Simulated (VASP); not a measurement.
# CdS (P6_3mc) in VASP: a series of runs

The runs below take CdS through single point, relaxation of cell and atoms, with PBE.

Everything below comes from runs of VASP 6.6.1. Logs are shortened: lines on timing, memory, paths and dates and some standing lists are left out, and cuts for length are marked.

### Step 1. The cell of the first run

It takes space group P6_3mc (No. 186, hexagonal). The conventional cell has a = 4.170 Å, b = 4.170 Å, c = 6.786 Å, α = 90.00°, β = 90.00°, γ = 120.00°. Within 3.4 Å of Cd (site symmetry 3m) lie 4 S at 2.55 to 2.56 Å. S (site symmetry 3m) has 4 Cd at 2.55 to 2.56 Å within 3.4 Å.

### Step 2. Single point, PBE

Contents of INCAR:

```
PREC     = Accurate       # precision mode
ENCUT    = 520            # plane-wave cutoff, eV
EDIFF    = 1E-7           # SCF threshold, eV
ISMEAR   = 0              # smearing method
SIGMA    = 0.02           # smearing width, eV
LREAL    = F              # projectors in reciprocal space
LASPH    = T              # aspherical terms in the spheres
NELM     = 60             # most SCF steps
ALGO     = Normal         # electronic algorithm
ISIF     = 2              # what is computed and relaxed
LWAVE    = F              # write WAVECAR
LCHARG   = F              # write CHGCAR
GGA      = PE             # functional
NBANDS   = 26             # bands
```

Contents of KPOINTS:

```
regular mesh
0
Gamma
  9 9 4
```

Contents of POSCAR:

```
CdS
1.0
    4.1702027209      0.0000000000      0.0000000000
   -2.0851013605      3.6115014952      0.0000000000
    0.0000000000      0.0000000000      6.7859047343
Cd S
2 2
Direct
    0.6666666667      0.3333333333      0.5002307362
    0.3333333333      0.6666666667      0.0002307362
    0.6666666667      0.3333333333      0.8767692638
    0.3333333333      0.6666666667      0.3767692638
```

Potentials or basis: VASP PAW PBE potentials, release 64 (Cd, S).

Command:

```
$ cat potpaw_PBE.64/Cd/POTCAR potpaw_PBE.64/S/POTCAR > POTCAR
$ mpirun -np 1 vasp_std > vasp.out
```

OUTCAR:

```text
PREC = Accurate
   ENCUT = 520
   EDIFF = 1E-7
   ISMEAR = 0
   LREAL = F
   LASPH = T
   NELM = 60
   ISIF = 2
   GGA = PE

 ion  position               nearest neighbor table
   1  0.667  0.333  0.500-   4 2.55   4 2.55   4 2.55   3 2.56
   2  0.333  0.667  0.000-   3 2.55   3 2.55   3 2.55   4 2.56
   3  0.667  0.333  0.877-   2 2.55   2 2.55   2 2.55   1 2.56
   4  0.333  0.667  0.377-   1 2.55   1 2.55   1 2.55   2 2.56

  LATTYP: Found a hexagonal cell.
 ALAT       =     4.1702027209
 C/A-ratio  =     1.6272361773

  Lattice vectors:

 A1 = (   4.1702027209,   0.0000000000,   0.0000000000)
 A2 = (  -2.0851013605,   3.6115014952,   0.0000000000)
 A3 = (   0.0000000000,   0.0000000000,   6.7859047343)

Analysis of symmetry for initial positions (statically):
=====================================================================
 Subroutine PRICEL returns:
 Original cell was already a primitive cell.

 Routine SETGRP: Setting up the symmetry group for a
 hexagonal supercell.

 Subroutine GETGRP returns: Found 12 space group operations
 (whereof  6 operations were pure point group operations)
 out of a pool of 24 trial point group operations.

The static configuration has the point symmetry C_3v.
 The point group associated with its full space group is C_6v.

Analysis of symmetry for dynamics (positions and initial velocities):
=====================================================================
 Subroutine PRICEL returns:
 Original cell was already a primitive cell.

 Routine SETGRP: Setting up the symmetry group for a
 hexagonal supercell.

 Subroutine GETGRP returns: Found 12 space group operations
 (whereof  6 operations were pure point group operations)
 out of a pool of 24 trial point group operations.

The dynamic configuration has the point symmetry C_3v.
 The point group associated with its full space group is C_6v.

 Subroutine INISYM returns: Found 12 space group operations
 (whereof  6 operations are pure point group operations),
 and found     1 'primitive' translations

----------------------------------------------------------------------------------------

                                     Primitive cell

  volume of cell :     102.2004

  direct lattice vectors                    reciprocal lattice vectors
     4.170202721  0.000000000  0.000000000     0.239796496  0.138446572  0.000000000
    -2.085101360  3.611501495  0.000000000     0.000000000  0.276893143  0.000000000
     0.000000000  0.000000000  6.785904734     0.000000000  0.000000000  0.147364285

  length of vectors
     4.170202721  4.170202721  6.785904734     0.276893143  0.276893143  0.147364285

  position of ions in fractional coordinates (direct lattice)
     0.666666667  0.333333333  0.500230736
     0.333333333  0.666666667  0.000230736
     0.666666667  0.333333333  0.876769264
     0.333333333  0.666666667  0.376769264

  ion indices of the primitive-cell ions
   primitive index   ion index
                 1           1
                 2           2
                 3           3
                 4           4

----------------------------------------------------------------------------------------

 KPOINTS: regular mesh

Automatic generation of k-mesh.
 Grid dimensions read from file:
 generate k-points for:    9    9    4

 Generating k-lattice:

  Cartesian coordinates                     Fractional coordinates (reciprocal lattice)
     0.026644055  0.015382952  0.000000000     0.111111111  0.000000000  0.000000000
     0.000000000  0.030765905  0.000000000     0.000000000  0.111111111  0.000000000
     0.000000000  0.000000000  0.036841071     0.000000000  0.000000000  0.250000000

  Length of vectors
     0.030765905  0.030765905  0.036841071

  Shift w.r.t. Gamma in fractional coordinates (k-lattice)
     0.000000000  0.000000000  0.000000000

 Subroutine IBZKPT returns following result:
 ===========================================

 Found     36 irreducible k-points:

 Following reciprocal coordinates:
            Coordinates               Weight
  0.000000  0.000000  0.000000      1.000000
  0.111111 -0.000000  0.000000      6.000000
  0.222222 -0.000000  0.000000      6.000000
  0.333333  0.000000  0.000000      6.000000
  0.444444 -0.000000  0.000000      6.000000
  0.111111  0.111111  0.000000      6.000000
[... 16 lines left out ...]
  0.333333  0.222222  0.250000     24.000000
  0.333333  0.333333  0.250000      4.000000
 [... further k-points ...]
   k-points           NKPTS =     36   k-points in BZ     NKDIM =     36   number of bands    NBANDS=     26
   number of dos      NEDOS =    301   number of ions     NIONS =      4
   total plane-waves  NPLWV =  51200
   dimension x,y,z NGX =    32 NGY =   32 NGZ =   50
   dimension x,y,z NGXF=    64 NGYF=   64 NGZF=  100
   ions per type =               2   2
   NGX,Y,Z   is equivalent  to a cutoff of  12.76, 12.76, 12.25 a.u.
   NGXF,Y,Z  is equivalent  to a cutoff of  25.51, 25.51, 24.50 a.u.
 SYSTEM =  unknown system
   PREC   = accura    normal or accurate (medium, high low for compatibility)
   ISTART =      0    job   : 0-new  1-cont  2-samecut
   ICHARG =      2    charge: 1-file 2-atom 10-const
   ISPIN  =      1    spin polarized calculation?
   LNONCOLLINEAR =      F non collinear calculations
   LSORBIT =      F    spin-orbit coupling
   LASPH  =      T    aspherical Exc in radial PAW
   ENCUT  =  520.0 eV  38.22 Ry    6.18 a.u.   7.75  7.75 12.62*2*pi/ulx,y,z
   NELM   =     60;   NELMIN=  2; NELMDL= -5     # of ELM steps
   EDIFF  = 0.1E-06   stopping-criterion for ELM
   LREAL  =      F    real-space projection
   EDIFFG = 0.1E-05   stopping-criterion for IOM
   NSW    =      0    number of steps for IOM
   IBRION =     -1    ionic relax: 0-MD 1-quasi-New 2-CG
   NFREE  =      0    steps in history (QN), initial steepest desc. (CG)
   ISIF   =      2    stress and relaxation
   ISYM   =      2    0-nonsym 1-usesym 2-fastsym
   POTIM  = 0.5000    time-step for ionic-motion
   TEBEG  =    0.0;   TEEND  =   0.0 temperature during run
   PSTRESS=    0.0 pullay stress
   NELECT =      36.0000    total number of electrons
   NUPDOWN=      -1.0000    fix difference up-down
   EMIN   =  10.00;   EMAX   =-10.00  energy-range for DOS
   EFERMI =   0.00;   METHOD = LEGACY
   ISMEAR =     0;   SIGMA  =   0.02  broadening in eV -4-tet -1-fermi 0-gaus
   EFERMI_NEDOS =   21; number of points for ismear=-14 and -15
   IALGO  =     38    algorithm
   IMIX   =      4    mixing-type and parameters
     AMIX     =   0.40;   BMIX     =  1.00
     AMIX_MAG =   1.60;   BMIX_MAG =  1.00
  volume/ion in A,a.u.               =      25.55       172.42
  Fermi-wavevector in a.u.,A,eV,Ry     =   1.156178  2.184860 18.187559  1.336748
  Thomas-Fermi vector in A             =   2.292801
   LORBIT       =      0    0 simple, 1 ext, 2 COOP (PROOUT), +10 PAW based schemes
   GGA     = PE    functional components
   LHFCALC =     F    Hartree Fock is set to
   AEXX    =    0.0000 exact exchange contribution
   IVDW    =     0    specifies the selected vdW correction
   LEPSILON=     F    determine dielectric tensor
   LRPA    =     F    only Hartree local field effects (RPA)
 non-spin polarized calculation
 Gauss-broadening in eV      SIGMA  =   0.02
  energy-cutoff  :      520.00
  volume of cell :      102.20
 maximum number of plane-waves:      2786
 NGX is ok and might be reduce to    32
   NGX = 15   NGY = 15   NGZ = 25

 number of electron      35.9999997 magnetization

 Free energy of the ion-electron system (eV)
  ---------------------------------------------------
  ext. energy  EPLUGINS =         0.00000000
  ---------------------------------------------------
  free energy    TOTEN  =       -12.28926531 eV

  energy without entropy =      -12.28926531  energy(sigma->0) =      -12.28926531

 E-fermi :   1.1669     XC(G=0):  -9.0064

 val. band max:        1.0644586830   @ k =   0.0000   0.0000   0.0000
 cond. band min:       2.2231653265   @ k =   0.0000   0.0000   0.0000
 fundamental gap:      1.1587066435
 Fermi energy:         1.1668672247

 k-point     1 :       0.0000    0.0000    0.0000
  band No.  band energies     occupation
      1     -11.1321      2.00000
      2     -10.7274      2.00000
      3      -6.5420      2.00000
      4      -6.5359      2.00000
      5      -6.5359      2.00000
      6      -6.4576      2.00000
[... 18 lines left out ...]
     25       8.6315      0.00000
     26       8.6860      0.00000

 k-point     2 :       0.1111   -0.0000    0.0000
  band No.  band energies     occupation
      1     -11.0908      2.00000
      2     -10.7091      2.00000
      3      -6.5297      2.00000
      4      -6.5190      2.00000
      5      -6.5029      2.00000
      6      -6.4381      2.00000
[... 18 lines left out ...]
     25       8.5900      0.00000
     26       8.8911      0.00000

 k-point     3 :       0.2222   -0.0000    0.0000
  band No.  band energies     occupation
      1     -10.9826      2.00000
      2     -10.6657      2.00000
      3      -6.4936      2.00000
      4      -6.4805      2.00000
      5      -6.4150      2.00000
      6      -6.3740      2.00000
[... 18 lines left out ...]
     25       8.8354      0.00000
     26       9.5778      0.00000

 k-point     4 :       0.3333    0.0000    0.0000
  band No.  band energies     occupation
      1     -10.8504      2.00000
      2     -10.6249      2.00000
      3      -6.4621      2.00000
      4      -6.4471      2.00000
      5      -6.3291      2.00000
      6      -6.3065      2.00000
[... 18 lines left out ...]
     25       9.3841      0.00000
     26       9.8190      0.00000
[... 496 lines left out ...]
      1     -10.7574      2.00000
      2     -10.6341      2.00000
      3      -6.4359      2.00000
      4      -6.4120      2.00000
      5      -6.3327      2.00000
      6      -6.3113      2.00000
[... 18 lines left out ...]
     25       9.0080      0.00000
     26      10.0417      0.00000

 k-point    23 :       0.3333    0.2222    0.2500
  band No.  band energies     occupation
      1     -10.6837      2.00000
      2     -10.6221      2.00000
      3      -6.4339      2.00000
      4      -6.3828      2.00000
      5      -6.3203      2.00000
      6      -6.2814      2.00000
[... 18 lines left out ...]
     25       9.6241      0.00000
     26      10.2646      0.00000

 k-point    24 :       0.3333    0.3333    0.2500
  band No.  band energies     occupation
      1     -10.6384      2.00000
      2     -10.6384      2.00000
      3      -6.4380      2.00000
      4      -6.3393      2.00000
      5      -6.3393      2.00000
      6      -6.2734      2.00000
[... 18 lines left out ...]
     25      10.3816      0.00000
     26      10.4097      0.00000

 [... further k-points ...]

------------------------ aborting loop because EDIFF is reached ----------------------------------------

  FORCE on cell =-STRESS in cart. coord.  units (eV):
  Direction    XX          YY          ZZ          XY          YZ          ZX
  --------------------------------------------------------------------------------------
  -------------------------------------------------------------------------------------
  Total        0.8704737      0.8704737      0.8770522     -0.0000000      0.0000000      0.0000000
  in kB       13.6462563     13.6462563     13.7493854     -0.0000000      0.0000000      0.0000000
  external PRESSURE =      13.6806327 kB  Pullay stress =       0.0000000 kB

 VOLUME and BASIS-vectors are now :
 -----------------------------------------------------------------------------
  energy-cutoff  :      520.00
  volume of cell :      102.20
      direct lattice vectors                 reciprocal lattice vectors
     4.170202721  0.000000000  0.000000000     0.239796496  0.138446572  0.000000000
    -2.085101360  3.611501495  0.000000000     0.000000000  0.276893143  0.000000000
     0.000000000  0.000000000  6.785904734     0.000000000  0.000000000  0.147364285

 POSITION                                       TOTAL-FORCE (eV/Angst)
 -----------------------------------------------------------------------------------
      2.08510      1.20383      3.39452         0.000000     -0.000000      0.000295
     -0.00000      2.40767      0.00157         0.000000      0.000000      0.000295
      2.08510      1.20383      5.94967        -0.000000      0.000000     -0.000295
     -0.00000      2.40767      2.55672         0.000000     -0.000000     -0.000295
 -----------------------------------------------------------------------------------
    total drift:                               -0.000000      0.000000     -0.000303

  FREE ENERGIE OF THE ION-ELECTRON SYSTEM (eV)
  ---------------------------------------------------
  free  energy   TOTEN  =       -12.2892653139 eV

  energy  without entropy=      -12.2892653139  energy(sigma->0) =      -12.28926531
```

It took 72 s on 1 thread of Intel Xeon Platinum 8488C (Sapphire Rapids), shared host; peak memory 0.26 GiB.

What came out:

```yaml
Free_energy: -12.2893 eV
Pressure: 1.4 GPa
Band_gap_on_the_k_mesh: 1.16 eV, direct
```

As with any semilocal functional, this PBE gap is likely too small.

(Continued in part 2 of 2.)
